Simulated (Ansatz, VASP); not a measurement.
## One calculation of Hf2S, two programs

```
Hf S
1.0
     3.37427    0.00000    0.00000
    -1.68714    2.92221    0.00000
     0.00000    0.00000   11.71741
Hf S
4 2
Direct
  0.66667 0.33333 0.89981
  0.33333 0.66667 0.39981
  0.66667 0.33333 0.60019
  0.33333 0.66667 0.10019
  0.00000 0.00000 0.75000
  0.00000 0.00000 0.25000
```

Alike in both runs: task single point; functional PBEsol; k mesh 12 × 12 × 4; occupations gaussian, width 0.1 eV; no spin polarisation.

|  | VASP | Ansatz |
| --- | --- | --- |
| version | VASP 6.6.1 | Ansatz 0.2.0 |
| potentials or method | VASP PAW PBE potentials, release 64 (Hf_pv, S), cutoff 520 eV | scalar-relativistic, plane waves, PAW |
| valence electrons in the cell | 52 | 116 |

```tsv
	VASP	Ansatz	Ansatz less VASP
gap on the k mesh at the Fermi level (eV)	none	none	-
pressure (GPa)	-3.3	-2.8	+0.45
traceless stress, the component that is largest in VASP (GPa)	0.28	0.29	+0.004
rms of the force components (eV/Å)	0.095	0.092	-0.0033
```

VASP's potentials were made for PBE, not for PBEsol. Atom by atom the forces differ by 0.003 eV/Å (rms over components). A gap of «none» marks a metal or a gap that the smearing closes. With one functional, cell and mesh, what is left measures potentials, basis and numerics. VASP's potentials hold 52 valence electrons a cell and Ansatz's 116, so a difference there can come from the potentials and not from the codes.

Neither program's run includes spin-orbit coupling.
